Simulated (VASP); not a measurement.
Set up this calculation in VASP 6.6.1, as the native input.

| Property | Result |
| --- | --- |
| Task | single point |
| Functional | r2SCAN |
| Potentials or basis | VASP PAW PBE potentials, release 64 (Hf_pv, Si) |
| Cutoff | 520 eV |
| k mesh | 10 × 10 × 10 |
| Occupations | fermi-dirac, width 0.2 eV |
| Spin | no spin polarisation |
| Dipole correction | no |
| Further INCAR settings | ALGO = Normal; EDIFF = 1e-06; NBANDS = 33 |

Hf2Si:

```xyz
6
Lattice="-3.2754 3.2754 2.5828 3.2754 -3.2754 2.5828 3.2754 3.2754 -2.5828" Properties=species:S:1:pos:R:3 pbc="T T T"
Hf    1.0251    2.2503    2.5828
Hf    2.2503   -1.0251    2.5828
Hf    2.2503    1.0251    0.0000
Hf    1.0251    4.3004    0.0000
Si    0.0000    0.0000    3.8742
Si    0.0000    0.0000    1.2914
```

The input as run:

POSCAR

```
Hf2Si
1.0
   -3.2753522240      3.2753522240      2.5828233930
    3.2753522240     -3.2753522240      2.5828233930
    3.2753522240      3.2753522240     -2.5828233930
Hf Si
4 2
Direct
    0.8435136200      0.6564863800      0.5000000000
    0.3435136200      0.8435136200      0.1870272400
    0.1564863800      0.3435136200      0.5000000000
    0.6564863800      0.1564863800      0.8129727600
    0.7500000000      0.7500000000      0.0000000000
    0.2500000000      0.2500000000      0.0000000000
```

INCAR.step1

```
SYSTEM = Hf2Si
  PREC = Accurate
  ENCUT = 520
  ISMEAR = -1
  SIGMA = 0.2
  LREAL = .FALSE.
  LASPH = .TRUE.
  NELM = 80
  NBANDS = 33
  GGA = PE
  ALGO = Normal
  EDIFF = 1E-4
  LWAVE = .TRUE.
  LCHARG = .FALSE.
```

INCAR.step2

```
SYSTEM = Hf2Si
  PREC = Accurate
  ENCUT = 520
  EDIFF = 1E-6
  ISMEAR = -1
  SIGMA = 0.2
  LREAL = .FALSE.
  LASPH = .TRUE.
  NELM = 80
  ALGO = Normal
  ISIF = 2
  LWAVE = .FALSE.
  LCHARG = .FALSE.
  METAGGA = R2SCAN
  LMIXTAU = .TRUE.
  NBANDS = 33
  ISTART = 1
```

KPOINTS

```
regular mesh
0
G
  10 10 10
  0 0 0
```

Potentials or basis: VASP PAW PBE potentials, release 64 (Hf_pv, Si).

The run is started by

```console
$ cat potpaw_PBE.64/Hf_pv/POTCAR potpaw_PBE.64/Si/POTCAR > POTCAR
$ cp INCAR.step1 INCAR
$ mpirun -np 1 vasp_std > vasp.out
$ cp INCAR.step2 INCAR
$ mpirun -np 1 vasp_std > vasp.out
```

It gave:

- Pressure: 0.1 GPa
- Largest force: 0.114 eV/Å
- Band gap on the k mesh: zero (bands 24 and 25 overlap by 0.86 eV)

Caveat: the PAW data sets were made with another functional, which shifts forces and pressure a little; spin-orbit coupling is left out, which moves the levels of the heavy elements.

It took 10 min on 1 thread of Intel(R) Xeon(R) 6975P-C (Granite Rapids) (shared host), peak memory 0.46 GiB.
